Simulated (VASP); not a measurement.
Input of a VASP 6.6.1 run:

The input INCAR:

```
PREC = Accurate
ENCUT = 520
EDIFF = 1E-7
ISMEAR = 0
SIGMA = 0.02
LREAL = F
LASPH = T
NELM = 80
ALGO = Normal
ISIF = 2
LWAVE = F
LCHARG = T
GGA = PE
LELF = T
LVHAR = T
NBANDS = 33
```

Contents of KPOINTS:

```
regular mesh
0
Gamma
  1 1 1
```

File POSCAR:

```
TiO2
1.0
    2.6805548658     -2.7284128728     -0.0617389515
    2.6752617647      2.7231209861     -0.0543959535
   -2.7090875630      0.0090815493      4.8052823094
Ti O
2 4
Direct
    0.1219484995      0.8575515384      0.2362471605
    0.8755807488      0.1482181876      0.7558577591
    0.3540058329      0.0989456189      0.6738295210
    0.6731971283      0.9418963086      0.3216654504
    0.9681807552      0.6826863602      0.8467382601
    0.0640405078      0.3491038293      0.1745947979
```

Potentials or basis: VASP PAW PBE potentials, release 64 (Ti_sv, O).

Launch:

```sh
$ cat potpaw_PBE.64/Ti_sv/POTCAR potpaw_PBE.64/O/POTCAR > POTCAR
$ mpirun -np 1 vasp_gam > vasp.out
```

(1) Estimate the largest force.

(2) What does it give for the pressure?

## Answers

(1) 7.333 eV/Å.

(2) 21.1 GPa.

Caveat: the k points lie up to 1.76 Å⁻¹ apart; forces of over 1 eV/Å act on the atoms, so gaps and moduli don't describe the material at rest.
